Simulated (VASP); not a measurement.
# Nb2SiO3 (Pmmm) in VASP: single point with PBE

Aim: the single point of Nb2SiO3 with PBE.

All numbers are computed with VASP 6.6.1; they aren't measurements. Logs are shortened: lines on timing, memory, paths and dates and some standing lists are left out, and cuts for length are marked.

## 1. The cell of the first run

Symmetry: Pmmm, No. 47, orthorhombic system. Conventional cell: a = 3.897 Å, b = 4.980 Å, c = 6.061 Å, α = 90.00°, β = 90.00°, γ = 90.00°. Nb (site symmetry mmm) has 2 O at 1.95 Å and 2 Si at 2.49 Å within 2.6 Å. Within 2.8 Å of Nb (site symmetry mmm) lie 4 O at 2.09 Å. Si (site symmetry mmm) has 2 Nb at 2.49 Å and 4 O at 3.16 Å within 3.3 Å. Within 2.0 Å of O (site symmetry mm2) lie 1 O at 1.54 Å. Within 2.6 Å of O (site symmetry mmm) lie 2 Nb at 1.95 Å and 2 O at 2.26 Å.

The cell was built from a structure type or drawn by symmetry, and may not be a known phase.

## 2. Single point, PBE

Contents of INCAR:

```
SYSTEM = Nb2SiO3
  ALGO = Normal
  EDIFF = 1E-6
  ENCUT = 600
  GGA = PE
  GGA_COMPAT = .FALSE.
  ISIF = 2
  ISMEAR = 0
  LASPH = .TRUE.
  LCHARG = .TRUE.
  LELF = .TRUE.
  LREAL = .FALSE.
  LVHAR = .TRUE.
  LWAVE = .FALSE.
  NBANDS = 33
  NELM = 120
  PREC = Accurate
  SIGMA = 0.15
```

Contents of KPOINTS:

```
k-points
0
G
  3 3 3
  0 0 0
```

Contents of POSCAR:

```
Nb2SiO3
1.0
    4.9799518605      0.0000000000      0.0000000000
    0.0000000000      3.8966920048      0.0000000000
    0.0000000000      0.0000000000      6.0612193462
Nb Si O
2 1 3
Direct
    0.0000000000      0.5000000000      0.0000000000
    0.0000000000      0.5000000000      0.5000000000
    0.5000000000      0.5000000000      0.0000000000
    0.0000000000      0.0000000000      0.6268447265
    0.0000000000      0.0000000000      0.3731552735
    0.0000000000      0.0000000000      0.0000000000
```

Potentials or basis: VASP PAW PBE potentials, release 64 (Nb_sv, Si, O).

Command:

```
cat potpaw_PBE.64/Nb_sv/POTCAR potpaw_PBE.64/Si/POTCAR potpaw_PBE.64/O/POTCAR > POTCAR
mpirun -np 1 vasp_std > vasp.out
```

OUTCAR:

```text
SYSTEM = Nb2SiO3
   EDIFF = 1E-6
   ENCUT = 600
   GGA = PE
   ISIF = 2
   ISMEAR = 0
   LASPH = .TRUE.
   LREAL = .FALSE.
   NELM = 120
   PREC = Accurate

 ion  position               nearest neighbor table
   1  0.000  0.500  0.000-   6 1.95   6 1.95   3 2.49   3 2.49   2 3.03   2 3.03
   2  0.000  0.500  0.500-   4 2.09   5 2.09   4 2.09   5 2.09   1 3.03   1 3.03
   3  0.500  0.500  0.000-   1 2.49   1 2.49
   4  0.000  0.000  0.627-   5 1.54   2 2.09   2 2.09
   5  0.000  0.000  0.373-   4 1.54   2 2.09   2 2.09
   6  0.000  0.000  0.000-   1 1.95   1 1.95

  LATTYP: Found a simple orthorhombic cell.
 ALAT       =     3.8966920048
 B/A-ratio  =     1.2779947336
 C/A-ratio  =     1.5554781694

  Lattice vectors:

 A1 = (   0.0000000000,  -3.8966920048,   0.0000000000)
 A2 = (   4.9799518605,   0.0000000000,   0.0000000000)
 A3 = (   0.0000000000,   0.0000000000,   6.0612193462)

Analysis of symmetry for initial positions (statically):
=====================================================================
 Subroutine PRICEL returns:
 Original cell was already a primitive cell.

 Routine SETGRP: Setting up the symmetry group for a
 simple orthorhombic supercell.

 Subroutine GETGRP returns: Found  8 space group operations
 (whereof  8 operations were pure point group operations)
 out of a pool of  8 trial point group operations.

The static configuration has the point symmetry D_2h.

Analysis of symmetry for dynamics (positions and initial velocities):
=====================================================================
 Subroutine PRICEL returns:
 Original cell was already a primitive cell.

 Routine SETGRP: Setting up the symmetry group for a
 simple orthorhombic supercell.

 Subroutine GETGRP returns: Found  8 space group operations
 (whereof  8 operations were pure point group operations)
 out of a pool of  8 trial point group operations.

The dynamic configuration has the point symmetry D_2h.

 Subroutine INISYM returns: Found  8 space group operations
 (whereof  8 operations are pure point group operations),
 and found     1 'primitive' translations

----------------------------------------------------------------------------------------

                                     Primitive cell
[... 81 lines left out ...]
   NELM   =    120;   NELMIN=  2; NELMDL= -5     # of ELM steps
   EDIFF  = 0.1E-05   stopping-criterion for ELM
   LREAL  =      F    real-space projection
   EDIFFG = 0.1E-04   stopping-criterion for IOM
   NSW    =      0    number of steps for IOM
   IBRION =     -1    ionic relax: 0-MD 1-quasi-New 2-CG
   NFREE  =      0    steps in history (QN), initial steepest desc. (CG)
   ISIF   =      2    stress and relaxation
   ISYM   =      2    0-nonsym 1-usesym 2-fastsym
   POTIM  = 0.5000    time-step for ionic-motion
   TEBEG  =    0.0;   TEEND  =   0.0 temperature during run
   PSTRESS=    0.0 pullay stress
   NELECT =      48.0000    total number of electrons
   NUPDOWN=      -1.0000    fix difference up-down
   EMIN   =  10.00;   EMAX   =-10.00  energy-range for DOS
   EFERMI =   0.00;   METHOD = LEGACY
   ISMEAR =     0;   SIGMA  =   0.15  broadening in eV -4-tet -1-fermi 0-gaus
   EFERMI_NEDOS =   21; number of points for ismear=-14 and -15
   IALGO  =     38    algorithm
   IMIX   =      4    mixing-type and parameters
     AMIX     =   0.40;   BMIX     =  1.00
     AMIX_MAG =   1.60;   BMIX_MAG =  1.00
  volume/ion in A,a.u.               =      19.60       132.29
  Fermi-wavevector in a.u.,A,eV,Ry     =   1.214306  2.294706 20.062324  1.474539
  Thomas-Fermi vector in A             =   2.349730
   LORBIT       =      0    0 simple, 1 ext, 2 COOP (PROOUT), +10 PAW based schemes
   GGA     = PE    functional components
   LHFCALC =     F    Hartree Fock is set to
   AEXX    =    0.0000 exact exchange contribution
   IVDW    =     0    specifies the selected vdW correction
   LEPSILON=     F    determine dielectric tensor
   LRPA    =     F    only Hartree local field effects (RPA)
 non-spin polarized calculation
 Gauss-broadening in eV      SIGMA  =   0.15
  energy-cutoff  :      600.00
  volume of cell :      117.62
 maximum number of plane-waves:      3941
 NGX is ok and might be reduce to    40
   NGX = 19   NGY = 15   NGZ = 25

 number of electron      47.9999993 magnetization

 Free energy of the ion-electron system (eV)
  ---------------------------------------------------
  ext. energy  EPLUGINS =         0.00000000
  ---------------------------------------------------
  free energy    TOTEN  =       -41.68030324 eV

  energy without entropy =      -41.59324657  energy(sigma->0) =      -41.63677491

 E-fermi :   4.2985     XC(G=0):  -9.1506

 val. band max:        4.2718041479   @ k =   0.3333   0.0000   0.0000
 cond. band min:       4.2996301498   @ k =   0.0000   0.3333   0.3333
 fundamental gap:      0.0278260019
 Fermi energy:         4.2985058210

 k-point     1 :       0.0000    0.0000    0.0000
  band No.  band energies     occupation
      1     -51.8685      2.00000
      2     -50.9227      2.00000
      3     -28.1860      2.00000
      4     -27.9089      2.00000
      5     -27.8377      2.00000
      6     -27.3523      2.00000
[... 277 lines left out ...]
     32       7.3462      0.00000
     33       7.7459      0.00000

------------------------ aborting loop because EDIFF is reached ----------------------------------------

  FORCE on cell =-STRESS in cart. coord.  units (eV):
  Direction    XX          YY          ZZ          XY          YZ          ZX
  --------------------------------------------------------------------------------------
  -------------------------------------------------------------------------------------
  Total        0.3242970     -0.1823965      0.6240307     -0.0000000      0.0000000      0.0000000
  in kB        4.4174568     -2.4845394      8.5003213     -0.0000000      0.0000000      0.0000000
  external PRESSURE =       3.4777463 kB  Pullay stress =       0.0000000 kB

 VOLUME and BASIS-vectors are now :
 -----------------------------------------------------------------------------
  energy-cutoff  :      600.00
  volume of cell :      117.62
      direct lattice vectors                 reciprocal lattice vectors
     4.979951860  0.000000000  0.000000000     0.200805154  0.000000000  0.000000000
     0.000000000  3.896692005  0.000000000     0.000000000  0.256627929  0.000000000
     0.000000000  0.000000000  6.061219346     0.000000000  0.000000000  0.164983305

 POSITION                                       TOTAL-FORCE (eV/Angst)
 -----------------------------------------------------------------------------------
      0.00000      1.94835      0.00000         0.000000     -0.000000     -0.000000
      0.00000      1.94835      3.03061         0.000000     -0.000000     -0.000000
      2.48998      1.94835      0.00000         0.000000     -0.000000     -0.000000
      0.00000      0.00000      3.79944         0.000000      0.000000      0.191101
      0.00000      0.00000      2.26178         0.000000     -0.000000     -0.191101
      0.00000      0.00000      0.00000         0.000000     -0.000000     -0.000000
 -----------------------------------------------------------------------------------
    total drift:                               -0.000000      0.000000      0.000000

  FREE ENERGIE OF THE ION-ELECTRON SYSTEM (eV)
  ---------------------------------------------------
  free  energy   TOTEN  =       -41.6803032405 eV

  energy  without entropy=      -41.5932465721  energy(sigma->0) =      -41.63677491
```

stdout:

```text
POSCAR found type information on POSCAR NbSiO
 POSCAR found :  3 types and       6 ions
 scaLAPACK will be used
 LDA part: xc-table for (Slater+PW92), standard interpolation
 POSCAR, INCAR and KPOINTS ok, starting setup
 FFT: planning ... GRIDC
 FFT: planning ... GRID_SOFT
 FFT: planning ... GRID
 WAVECAR not read
 entering main loop
```

Wall time 89 s (1 thread of Intel Xeon 8259CL, shared host); peak memory 0.24 GiB.

What came out:

| Item | Value |
| --- | --- |
| Free energy | -41.6803 eV |
| Pressure | 0.3 GPa |
| Largest force | 0.191 eV/Å |
| Band gap on the k mesh | zero (bands 24 and 25 overlap by 0.33 eV) |

Forces on the atoms (eV/Å):
```
Nb   0.000  0.000  0.000
Nb   0.000  0.000  0.000
Si   0.000  0.000  0.000
O    0.000  0.000  0.191
O    0.000  0.000 -0.191
O    0.000  0.000  0.000
```

Stress tensor (GPa, compression positive):
```
 0.44  0.00  0.00
 0.00 -0.25  0.00
 0.00  0.00  0.85
```

Levels at points of the mesh, in eV from the Fermi level:
```csv
k point,band 21,band 22,band 23,band 24,band 25,band 26,band 27,band 28
"(0.00, 0.00, 0.00)",-1.60,-0.72,-0.34,-0.32,-0.16,0.40,0.72,0.93
```

Caveat: the k points lie up to 0.54 Å⁻¹ apart.
